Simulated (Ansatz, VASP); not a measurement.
# InAs: VASP beside Ansatz

```xyz
4
Lattice="0.0000 3.5558 3.5558 3.5558 0.0000 3.5558 3.5558 3.5558 0.0000" Properties=species:S:1:pos:R:3 pbc="T T T"
In    0.0000    0.0000    0.0000
In    1.7779    1.7779    1.7779
As    3.5558    3.5558    3.5558
As    5.3337    5.3337    5.3337
```

Alike in both runs: functional r2SCAN; k mesh 12 × 12 × 12; occupations gaussian, width 0.1 eV; no spin polarisation.

Ansatz relaxed the structure, and its values are those at the end. VASP's run is a single point on that final structure, the one shown.

|  | VASP | Ansatz |
| --- | --- | --- |
| version | VASP 6.6.1 | Ansatz 0.2.0 |
| potentials or method | VASP PAW PBE potentials, release 64 (In_d, As), cutoff 520 eV | scalar-relativistic, plane waves, PAW |
| valence electrons in the cell | 36 | 56 |

|  | VASP | Ansatz | Ansatz less VASP |
| --- | --- | --- | --- |
| gap on the k mesh at the Fermi level (eV) | none | none | - |
| pressure (GPa) | 0.0 | 0.0 | -0.02 |

VASP's potentials were made for PBE, not for r2SCAN. A gap of «none» marks a metal or a gap that the smearing closes. With one functional, cell and mesh, what is left measures potentials, basis and numerics. VASP's potentials hold 36 valence electrons a cell and Ansatz's 56, so a difference there can come from the potentials and not from the codes.
